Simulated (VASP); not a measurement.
Wanted: the native input for a VASP 6.6.1 run.

- Task: single point
- Functional: LDA
- Potentials or basis: VASP PAW LDA potentials, release 64 (Cr_pv)
- Cutoff: 520 eV
- k mesh: 10 × 10 × 16
- Occupations: fermi-dirac, width 0.1 eV
- Spin: no spin polarisation
- Dipole correction: no
- Further INCAR settings: ALGO = Normal; EDIFF = 1e-07; NBANDS = 25

The structure of Cr lies in POSCAR:

```
Cr
1.0
    4.0953953101      0.0000000000      0.0000000000
   -2.0476976551      3.5467163771      0.0000000000
    0.0000000000      0.0000000000      2.1999008321
Cr
3
Direct
    1.0000000000      0.0000000000      0.0000000000
    0.3333333333      0.6666666667      0.5000000000
    0.6666666667      0.3333333333      0.5000000000
```

This isn't the form of Cr at room conditions, which is bcc.

The input as run:

INCAR

```
SYSTEM = Cr
PREC     = Accurate       ! precision mode
ENCUT    = 520            ! plane-wave cutoff, eV
EDIFF    = 1E-7           ! SCF threshold, eV
ISMEAR   = -1             ! smearing method
SIGMA    = 0.1            ! smearing width, eV
LREAL    = .FALSE.        ! projectors in reciprocal space
LASPH    = .TRUE.         ! aspherical terms in the spheres
NELM     = 80             ! most SCF steps
ALGO     = Normal         ! electronic algorithm
ISIF     = 2              ! what is computed and relaxed
LWAVE    = .FALSE.        ! write WAVECAR
LCHARG   = .FALSE.        ! write CHGCAR
NBANDS   = 25             ! bands
```

KPOINTS

```
regular mesh
0
G
  10 10 16
  0 0 0
```

Potentials or basis: VASP PAW LDA potentials, release 64 (Cr_pv).

Run with:

```sh
$ cat potpaw_LDA.64/Cr_pv/POTCAR > POTCAR
$ mpirun -np 1 vasp_std > vasp.out
```

It gave:

```json
{
  "Pressure": "12.6 GPa",
  "Band gap on the k mesh": "zero (bands 18 and 19 overlap by 1.16 eV)"
}
```

Caveat: the cell stands under pressure; the run has no spin polarisation, though such a crystal can be magnetic.

Run time: 91 s on 1 thread of AMD EPYC 7R43 64-Core Processor (Zen 3), on a shared host, peak memory 0.15 GiB.
